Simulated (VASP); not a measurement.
# ZrTl2F (I4/mmm) in VASP: notebook

Runs on ZrTl2F. Level: PBE. Tasks: relaxation of cell and atoms, single point.

All numbers are computed with VASP 6.6.1; they aren't measurements. Logs are shortened: lines on timing, memory, paths and dates and some standing lists are left out, and cuts for length are marked.

## 1. The cell of the first run

Symmetry: I4/mmm, No. 139, tetragonal system. Conventional cell: a = 4.984 Å, b = 4.984 Å, c = 7.520 Å, α = 90.00°, β = 90.00°, γ = 90.00°. Within 3.3 Å of Zr (site symmetry 4/mmm) lie 4 Tl at 2.49 Å. Tl (site symmetry mmm) has 2 Zr at 2.49 Å and 2 F at 2.49 Å within 3.3 Å. F (site symmetry 4/mmm) has 4 Tl at 2.49 Å within 3.3 Å.

The cell was generated, and may not be a known phase.

## 2. Relaxation of cell and atoms, PBE

Input file INCAR:

```
ALGO     = Normal         # electronic algorithm
EDIFF    = 1E-7           # SCF threshold, eV
EDIFFG   = -0.04          # ionic threshold
ENCUT    = 600            # plane-wave cutoff, eV
GGA      = PE             # functional
IBRION   = 2              # ionic algorithm
ISIF     = 3              # what is computed and relaxed
ISMEAR   = 0              # smearing method
LASPH    = True           # aspherical terms in the spheres
LCHARG   = False          # write CHGCAR
LREAL    = False          # projectors in reciprocal space
LWAVE    = False          # write WAVECAR
NELM     = 100            # most SCF steps
NSW      = 90             # ionic steps
PREC     = Accurate       # precision mode
SIGMA    = 0.1            # smearing width, eV
```

Input file KPOINTS:

```
k-points
0
Gamma
  6 6 6
```

Input file POSCAR:

```
ZrTl2F
1.0
   -2.4918147700      2.4918147700      3.7599231700
    2.4918147700     -2.4918147700      3.7599231700
    2.4918147700      2.4918147700     -3.7599231700
Zr Tl F
1 2 1
Direct
    0.5000000000      0.5000000000      0.0000000000
    0.5000000000      0.0000000000      0.5000000000
    0.0000000000      0.5000000000      0.5000000000
    0.0000000000      0.0000000000      0.0000000000
```

Potentials or basis: VASP PAW PBE potentials, release 64 (Zr_sv, Tl_d, F).

Command:

```
> cat potpaw_PBE.64/Zr_sv/POTCAR potpaw_PBE.64/Tl_d/POTCAR potpaw_PBE.64/F/POTCAR > POTCAR
> mpirun -np 1 vasp_std > vasp.out
```

OUTCAR:

```text
EDIFF = 1E-7
   EDIFFG = -0.04
   ENCUT = 600
   GGA = PE
   IBRION = 2
   ISIF = 3
   ISMEAR = 0
   LASPH = True
   LREAL = False
   NELM = 100
   NSW = 90
   PREC = Accurate

 ion  position               nearest neighbor table
   1  0.500  0.500  0.000-   2 2.49   3 2.49   2 2.49   3 2.49
   2  0.500  0.000  0.500-   1 2.49   4 2.49   1 2.49   4 2.49   3 3.52   3 3.52   3 3.52   3 3.52
                             3 3.76   3 3.76
   3  0.000  0.500  0.500-   1 2.49   4 2.49   4 2.49   1 2.49   2 3.52   2 3.52   2 3.52   2 3.52
                             2 3.76   2 3.76
   4  0.000  0.000  0.000-   2 2.49   3 2.49   3 2.49   2 2.49

  LATTYP: Found a body centered tetragonal cell.
 ALAT       =     4.9836295400
 C/A-ratio  =     1.5089095768

  Lattice vectors:

 A1 = (  -2.4918147700,   2.4918147700,   3.7599231700)
 A2 = (   2.4918147700,  -2.4918147700,   3.7599231700)
 A3 = (   2.4918147700,   2.4918147700,  -3.7599231700)

Analysis of symmetry for initial positions (statically):
=====================================================================
 Subroutine PRICEL returns:
 Original cell was already a primitive cell.

 Routine SETGRP: Setting up the symmetry group for a
 body centered tetragonal supercell.

 Subroutine GETGRP returns: Found 16 space group operations
 (whereof 16 operations were pure point group operations)
 out of a pool of 16 trial point group operations.

The static configuration has the point symmetry D_4h.

Analysis of symmetry for dynamics (positions and initial velocities):
=====================================================================
 Subroutine PRICEL returns:
 Original cell was already a primitive cell.

 Routine SETGRP: Setting up the symmetry group for a
 body centered tetragonal supercell.

 Subroutine GETGRP returns: Found 16 space group operations
 (whereof 16 operations were pure point group operations)
 out of a pool of 16 trial point group operations.

The dynamic configuration has the point symmetry D_4h.

 Subroutine INISYM returns: Found 16 space group operations
 (whereof 16 operations are pure point group operations),
 and found     1 'primitive' translations

----------------------------------------------------------------------------------------

                                     Primitive cell

  volume of cell :      93.3836

[... 85 lines left out ...]
   ICHARG =      2    charge: 1-file 2-atom 10-const
   ISPIN  =      1    spin polarized calculation?
   LNONCOLLINEAR =      F non collinear calculations
   LSORBIT =      F    spin-orbit coupling
   LASPH  =      T    aspherical Exc in radial PAW
   ENCUT  =  600.0 eV  44.10 Ry    6.64 a.u.  10.29 10.29 10.29*2*pi/ulx,y,z
   NELM   =    100;   NELMIN=  2; NELMDL= -5     # of ELM steps
   EDIFF  = 0.1E-06   stopping-criterion for ELM
   LREAL  =      F    real-space projection
   EDIFFG = -.4E-01   stopping-criterion for IOM
   NSW    =     90    number of steps for IOM
   IBRION =      2    ionic relax: 0-MD 1-quasi-New 2-CG
   NFREE  =      1    steps in history (QN), initial steepest desc. (CG)
   ISIF   =      3    stress and relaxation
   ISYM   =      2    0-nonsym 1-usesym 2-fastsym
   POTIM  = 0.5000    time-step for ionic-motion
   TEBEG  =    0.0;   TEEND  =   0.0 temperature during run
   PSTRESS=    0.0 pullay stress
   NELECT =      45.0000    total number of electrons
   NUPDOWN=      -1.0000    fix difference up-down
   EMIN   =  10.00;   EMAX   =-10.00  energy-range for DOS
   EFERMI =   0.00;   METHOD = LEGACY
   ISMEAR =     0;   SIGMA  =   0.10  broadening in eV -4-tet -1-fermi 0-gaus
   EFERMI_NEDOS =   21; number of points for ismear=-14 and -15
   IALGO  =     38    algorithm
   IMIX   =      4    mixing-type and parameters
     AMIX     =   0.40;   BMIX     =  1.00
     AMIX_MAG =   1.60;   BMIX_MAG =  1.00
  volume/ion in A,a.u.               =      23.35       157.55
  Fermi-wavevector in a.u.,A,eV,Ry     =   1.283479  2.425424 22.413135  1.647319
  Thomas-Fermi vector in A             =   2.415730
   LORBIT       =      0    0 simple, 1 ext, 2 COOP (PROOUT), +10 PAW based schemes
   GGA     = PE    functional components
   LHFCALC =     F    Hartree Fock is set to
   AEXX    =    0.0000 exact exchange contribution
   IVDW    =     0    specifies the selected vdW correction
   LEPSILON=     F    determine dielectric tensor
   LRPA    =     F    only Hartree local field effects (RPA)
 conjugate gradient relaxation of ions
 non-spin polarized calculation
 Gauss-broadening in eV      SIGMA  =   0.10
  energy-cutoff  :      600.00
  volume of cell :       93.38
 maximum number of plane-waves:      3136
 NGX is ok and might be reduce to    42
   NGX = 21   NGY = 21   NGZ = 21

--------------------------------------- Ionic step        1  -------------------------------------------

 number of electron      45.0000008 magnetization

 Free energy of the ion-electron system (eV)
  ---------------------------------------------------
  ext. energy  EPLUGINS =         0.00000000
  ---------------------------------------------------
  free energy    TOTEN  =       -11.37105858 eV

  energy without entropy =      -11.35764641  energy(sigma->0) =      -11.36435249

------------------------ aborting loop because EDIFF is reached ----------------------------------------

  FORCE on cell =-STRESS in cart. coord.  units (eV):
  Direction    XX          YY          ZZ          XY          YZ          ZX
  --------------------------------------------------------------------------------------
  -------------------------------------------------------------------------------------
  Total       25.6419709     25.6419709     -2.7393317      0.0000000      0.0000000      0.0000000
  in kB      439.9380360    439.9380360    -46.9985803      0.0000000      0.0000000      0.0000000
  external PRESSURE =     277.6258306 kB  Pullay stress =       0.0000000 kB
[... 1554 lines left out ...]
     26       8.1537      0.00000
     27       8.7882      0.00000

 [... further k-points ...]

[... ionic steps 4 to 11 ...]

--------------------------------------- Ionic step       12  -------------------------------------------

 number of electron      45.0000002 magnetization

------------------------ aborting loop because EDIFF is reached ----------------------------------------
[... 71 lines left out ...]
--------------------------------------- Ionic step       14  -------------------------------------------

 number of electron      44.9999995 magnetization

 Free energy of the ion-electron system (eV)
  ---------------------------------------------------
  ext. energy  EPLUGINS =         0.00000000
  ---------------------------------------------------
  free energy    TOTEN  =       -15.82247693 eV

  energy without entropy =      -15.79985097  energy(sigma->0) =      -15.81116395

 E-fermi :   5.7282     XC(G=0):  -9.8718

 val. band max:        5.7049321886   @ k =   0.1667   0.1667  -0.0000
 cond. band min:       5.7462250976   @ k =   0.3333   0.0000   0.0000
 fundamental gap:      0.0412929090
 Fermi energy:         5.7281739981
[... 751 lines left out ...]
  FREE ENERGIE OF THE ION-ELECTRON SYSTEM (eV)
  ---------------------------------------------------
  free  energy   TOTEN  =       -15.8224769305 eV

  energy  without entropy=      -15.7998509737  energy(sigma->0) =      -15.81116395

 reached required accuracy - stopping structural energy minimisation
```

OSZICAR:

```text
N       E                     dE             d eps       ncg     rms          rms(c)
DAV:   1     0.365162613916E+03    0.36516E+03   -0.25939E+04  1620   0.177E+03
DAV:   2     0.103706556657E+02   -0.35479E+03   -0.34674E+03  1805   0.421E+02
DAV:   3    -0.119916676971E+02   -0.22362E+02   -0.21745E+02  2431   0.812E+01
[... 187 lines left out ...]
DAV:   4    -0.158224262348E+02    0.46328E-03   -0.23750E-03  2363   0.289E-01    0.182E-01
DAV:   5    -0.158224311803E+02   -0.49454E-05   -0.36233E-04  2580   0.928E-02    0.871E-02
DAV:   6    -0.158224697393E+02   -0.38559E-04   -0.10318E-04  2487   0.514E-02    0.208E-02
DAV:   7    -0.158224761771E+02   -0.64378E-05   -0.10681E-05  1999   0.226E-02    0.434E-03
DAV:   8    -0.158224768340E+02   -0.65687E-06   -0.67672E-07  1963   0.481E-03    0.885E-04
DAV:   9    -0.158224769305E+02   -0.96514E-07   -0.34084E-08   927   0.140E-03
  14 F= -.15822477E+02 E0= -.15811164E+02  d E =-.366937E-02
```

CONTCAR:

```text
ZrTl2F
   1.00000000000000
    -2.9857018927968104    2.9857018927968104    2.7589554990607761
     2.9857018927968104   -2.9857018927968104    2.7589554990607761
     2.9857018927968104    2.9857018927968104   -2.7589554990607761
  Zr              Tl              F
     1     2     1
Direct
     0.5000000000000000    0.5000000000000000    0.0000000000000000
     0.5000000000000000    0.0000000000000000    0.5000000000000000
     0.0000000000000000    0.5000000000000000    0.5000000000000000
     0.0000000000000000    0.0000000000000000    0.0000000000000000

  0.00000000E+00  0.00000000E+00  0.00000000E+00
  0.00000000E+00  0.00000000E+00  0.00000000E+00
  0.00000000E+00  0.00000000E+00  0.00000000E+00
  0.00000000E+00  0.00000000E+00  0.00000000E+00
```

Wall time 15 min (1 thread of Intel Xeon Platinum 8488C (Sapphire Rapids), shared host); peak memory 0.34 GiB.

What came out:

* Free energy: -15.8225 eV
* Relaxed volume: 24.59 Å³/atom
* Relaxed cell: a = 5.044 Å, b = 5.044 Å, c = 5.044 Å, α = 107.41°, β = 107.41°, γ = 113.68°
* Space group after relaxing (to 0.1 Å): I4/mmm (No. 139)
* Energy gained by relaxing: 1112.9 meV/atom
* Ionic steps: 14
* Pressure after relaxing: 0.0 GPa
* Band gap on the k mesh: zero (an odd number of electrons rules out a gap without spin polarisation)

The path:
| step | energy change (eV) | largest force (eV/Å) | pressure (GPa) | volume (Å³) |
| --- | --- | --- | --- | --- |
| 1 | 0.0000 | 0.0000 | 27.76 | 93.38 |
| 2 | -2.1262 | 0.0000 | -8.19 | 154.79 |
| 3 | -3.2003 | 0.0000 | -2.34 | 123.91 |
| 4 | -3.4697 | 0.0000 | -2.40 | 117.84 |
| 5 | -4.0765 | 0.0000 | -1.59 | 105.35 |
| 6 | -2.1695 | 0.0000 | 28.73 | 79.70 |
| 7 | -4.2286 | 0.0000 | -0.91 | 102.09 |
| 8 | -4.3234 | 0.0000 | 5.48 | 90.98 |
| 9 | -4.3995 | 0.0000 | 1.28 | 96.55 |
| 10 | -4.4111 | 0.0000 | 2.08 | 95.20 |
| 11 | -4.4148 | 0.0000 | -0.15 | 99.01 |
| 12 | -4.4477 | 0.0000 | 0.78 | 97.16 |
| 13 | -4.4496 | 0.0000 | -0.48 | 99.27 |
| 14 | -4.4514 | 0.0000 | 0.03 | 98.38 |

Final structure:
```
CELL_PARAMETERS angstrom
-2.98570 2.98570 2.75896
2.98570 -2.98570 2.75896
2.98570 2.98570 -2.75896
ATOMIC_POSITIONS crystal
Zr 0.50000 0.50000 0.00000
Tl 0.50000 0.00000 0.50000
Tl 0.00000 0.50000 0.50000
F 0.00000 0.00000 0.00000
```

Caveat: spin-orbit coupling is left out, which moves the levels of the heavy elements.

## 3. Single point, PBE

This run uses another cell than the first one, of 24.78 Å³/atom.

Input file INCAR:

```
SYSTEM = ZrTl2F
  ALGO = Normal
  EDIFF = 1E-6
  ENCUT = 520
  GGA = PE
  ISIF = 2
  ISMEAR = 0
  LASPH = .TRUE.
  LCHARG = .FALSE.
  LREAL = .FALSE.
  LWAVE = .FALSE.
  NBANDS = 30
  NELM = 100
  PREC = Accurate
  SIGMA = 0.1
```

Input file KPOINTS:

```
k-points
0
G
  12 12 12
  0 0 0
```

Input file POSCAR:

```
ZrTl2F
1.0
   -3.0076310759      3.0076310759      2.7397163693
    3.0076310759     -3.0076310759      2.7397163693
    3.0076310759      3.0076310759     -2.7397163693
Zr Tl F
1 2 1
Direct
    0.5000000000      0.5000000000      0.0000000000
    0.5000000000      0.0000000000      0.5000000000
    0.0000000000      0.5000000000      0.5000000000
    0.0000000000      0.0000000000      0.0000000000
```

Potentials or basis: VASP PAW PBE potentials, release 64 (Zr_sv, Tl_d, F).

Command:

```
> cat potpaw_PBE.64/Zr_sv/POTCAR potpaw_PBE.64/Tl_d/POTCAR potpaw_PBE.64/F/POTCAR > POTCAR
> mpirun -np 1 vasp_std > vasp.out
```

OUTCAR:

```text
SYSTEM = ZrTl2F
   EDIFF = 1E-6
   ENCUT = 520
   GGA = PE
   ISIF = 2
   ISMEAR = 0
   LASPH = .TRUE.
   LREAL = .FALSE.
   NELM = 100
   PREC = Accurate

 ion  position               nearest neighbor table
   1  0.500  0.500  0.000-   4 2.74   4 2.74   2 3.01   2 3.01   3 3.01   3 3.01
   2  0.500  0.000  0.500-   3 2.74   3 2.74   4 3.01   1 3.01   4 3.01   1 3.01
   3  0.000  0.500  0.500-   2 2.74   2 2.74   4 3.01   4 3.01   1 3.01   1 3.01
   4  0.000  0.000  0.000-   1 2.74   1 2.74   3 3.01   3 3.01   2 3.01   2 3.01

  LATTYP: Found a body centered tetragonal cell.
 ALAT       =     6.0152621518
 C/A-ratio  =     0.9109216856

  Lattice vectors:

 A1 = (  -3.0076310759,   3.0076310759,   2.7397163693)
 A2 = (   3.0076310759,  -3.0076310759,   2.7397163693)
 A3 = (   3.0076310759,   3.0076310759,  -2.7397163693)

Analysis of symmetry for initial positions (statically):
=====================================================================
 Subroutine PRICEL returns:
 Original cell was already a primitive cell.

 Routine SETGRP: Setting up the symmetry group for a
[... 172 lines left out ...]

 E-fermi :   5.6851     XC(G=0):  -9.8352

 val. band max:        5.6822596624   @ k =   0.3333   0.1667   0.0000
 cond. band min:       5.6856408422   @ k =  -0.4167   0.1667  -0.0000
 fundamental gap:      0.0033811798
 Fermi energy:         5.6850860707

 k-point     1 :       0.0000    0.0000    0.0000
  band No.  band energies     occupation
      1     -44.5555      2.00000
      2     -22.8008      2.00000
      3     -22.3676      2.00000
      4     -22.3676      2.00000
      5     -16.9636      2.00000
      6      -7.1997      2.00000
[... 781 lines left out ...]
     29       9.8253      0.00000
     30      10.6488      0.00000

 [... further k-points ...]

------------------------ aborting loop because EDIFF is reached ----------------------------------------

  FORCE on cell =-STRESS in cart. coord.  units (eV):
  Direction    XX          YY          ZZ          XY          YZ          ZX
  --------------------------------------------------------------------------------------
  -------------------------------------------------------------------------------------
  Total       -0.0808240     -0.0808240     -0.0725013      0.0000000      0.0000000      0.0000000
  in kB       -1.3062790     -1.3062790     -1.1717677      0.0000000      0.0000000      0.0000000
  external PRESSURE =      -1.2614419 kB  Pullay stress =       0.0000000 kB

 VOLUME and BASIS-vectors are now :
 -----------------------------------------------------------------------------
  energy-cutoff  :      520.00
  volume of cell :       99.13
      direct lattice vectors                 reciprocal lattice vectors
    -3.007631076  3.007631076  2.739716369     0.000000000  0.166243794  0.182500643
     3.007631076 -3.007631076  2.739716369     0.166243794  0.000000000  0.182500643
     3.007631076  3.007631076 -2.739716369     0.166243794  0.166243794  0.000000000

 POSITION                                       TOTAL-FORCE (eV/Angst)
 -----------------------------------------------------------------------------------
      0.00000      0.00000      2.73972         0.000000     -0.000000      0.000000
      0.00000      3.00763      0.00000        -0.000000      0.000000     -0.000000
      3.00763      0.00000      0.00000         0.000000     -0.000000      0.000000
      0.00000      0.00000      0.00000         0.000000     -0.000000      0.000000
 -----------------------------------------------------------------------------------
    total drift:                               -0.000000     -0.000000      0.000000

  FREE ENERGIE OF THE ION-ELECTRON SYSTEM (eV)
  ---------------------------------------------------
  free  energy   TOTEN  =       -15.8770108644 eV

  energy  without entropy=      -15.8619711452  energy(sigma->0) =      -15.86949100
```

Wall time 5.4 min (1 thread of Intel Xeon Platinum 8488C (Sapphire Rapids), shared host); peak memory 0.58 GiB.

What came out:

- Free energy: -15.8770 eV
- Pressure: -0.1 GPa
- Band gap on the k mesh: zero (an odd number of electrons rules out a gap without spin polarisation)

Levels at points of the mesh, in eV from the Fermi level:
| k point | band 20 | band 21 | band 22 | band 23 | band 24 | band 25 | band 26 | band 27 |
| --- | --- | --- | --- | --- | --- | --- | --- | --- |
| (0.00, 0.00, 0.00) | -2.45 | -0.52 | 0.29 | 0.29 | 0.29 | 1.15 | 1.51 | 1.51 |
| (0.50, 0.00, 0.00) | -3.68 | -1.39 | -0.05 | 0.71 | 0.76 | 1.02 | 1.77 | 2.21 |
| (0.50, 0.50, 0.00) | -2.98 | -2.03 | -1.74 | -1.10 | -0.17 | 0.76 | 1.26 | 2.17 |
| (0.50, 0.50, 0.50) | -3.32 | -1.43 | -0.62 | -0.62 | 0.84 | 0.84 | 1.05 | 1.46 |

Caveat: spin-orbit coupling is left out, which moves the levels of the heavy elements.

The gap in the log of VASP goes by the Fermi energy; the results here count the filled bands.